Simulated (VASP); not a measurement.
Crystal: InP.

```
In P
1.0
     0.00000    2.95381    2.95381
     2.95381    0.00000    2.95381
     2.95381    2.95381    0.00000
In P
1 1
Direct
  0.00000 0.00000 0.00000
  0.25000 0.25000 0.25000
```

Base run:

```yaml
Program: VASP 6.6.1
Functional: PBE
Potentials_or_basis: VASP PAW PBE potentials, release 64 (In_d, P)
Cutoff: 520 eV
k_mesh: 6 × 6 × 6
Occupations: gaussian, width 0.01 eV
Spin: no spin polarisation
```

Its results: band gap on the k mesh 0.58 eV, direct; pressure 1.6 GPa.

Question: The run is repeated on the same cell with these changes: functional from PBE to r2SCAN; further incar settings from ALGO = Normal; EDIFF = 1e-06; NBANDS = 16 to ALGO = Normal; EDIFF = 1e-07; NBANDS = 16. What comes out?

Answer: Band gap on the k mesh 1.03 eV, direct; pressure -0.1 GPa.

Caveats: spin-orbit coupling is left out, which moves the levels of the heavy elements; the PAW data sets were made with another functional, which shifts forces and pressure a little (some runs).

